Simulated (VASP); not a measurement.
Write the native input for VASP 6.6.1 that does the following.

| Item | Value |
| --- | --- |
| Task | single point |
| Functional | r2SCAN |
| Potentials or basis | VASP PAW PBE potentials, release 64 (Lu) |
| Cutoff | 520 eV |
| k mesh | 10 × 10 × 6 |
| Occupations | fermi-dirac, width 0.03 eV |
| Spin | no spin polarisation |
| Dipole correction | no |
| Further INCAR settings | ALGO = Normal; EDIFF = 1e-06; NBANDS = 32 |

Crystal: Lu.

```
CELL_PARAMETERS angstrom
3.50482 0.00000 0.00000
-1.75241 3.03526 0.00000
0.00000 0.00000 5.46968
ATOMIC_POSITIONS crystal
Lu 0.33333 0.66667 0.25000
Lu 0.66667 0.33333 0.75000
```

These files were run (other wordings do the same):

POSCAR

```
Lu
1.0
    3.5048186286      0.0000000000      0.0000000000
   -1.7524093143      3.0352619680      0.0000000000
    0.0000000000      0.0000000000      5.4696750779
Lu
2
Direct
    0.3333333333      0.6666666667      0.2500000000
    0.6666666667      0.3333333333      0.7500000000
```

INCAR.step1

```
  PREC = Accurate
  ENCUT = 520
  ISMEAR = -1
  SIGMA = 0.03
  LREAL = F
  LASPH = T
  NELM = 60
  NBANDS = 32
  GGA = PE
  ALGO = Normal
  EDIFF = 1E-4
  LWAVE = T
  LCHARG = F
```

INCAR.step2

```
  PREC = Accurate
  ENCUT = 520
  EDIFF = 1E-6
  ISMEAR = -1
  SIGMA = 0.03
  LREAL = F
  LASPH = T
  NELM = 60
  ALGO = Normal
  ISIF = 2
  LWAVE = F
  LCHARG = F
  METAGGA = R2SCAN
  LMIXTAU = T
  NBANDS = 32
  ISTART = 1
```

KPOINTS

```
regular mesh
0
Gamma
  10 10 6
```

Potentials or basis: VASP PAW PBE potentials, release 64 (Lu).

The run is started by

```bash
$ cat potpaw_PBE.64/Lu/POTCAR > POTCAR
$ cp INCAR.step1 INCAR
$ mpirun -np 1 vasp_std > vasp.out
$ cp INCAR.step2 INCAR
$ mpirun -np 1 vasp_std > vasp.out
```

Results of the run:

The pressure is 0.1 GPa and the band gap on the k mesh is zero (band 25 reaches 3.52 eV, above the bottom of band 26 at 1.52 eV).

Caveat: the PAW data sets were made with another functional, which shifts forces and pressure a little; spin-orbit coupling is left out, which moves the levels of the heavy elements.

Run time: 3.1 min on 1 thread of Intel(R) Xeon(R) 6975P-C (Granite Rapids), on a shared host, peak memory 0.25 GiB.
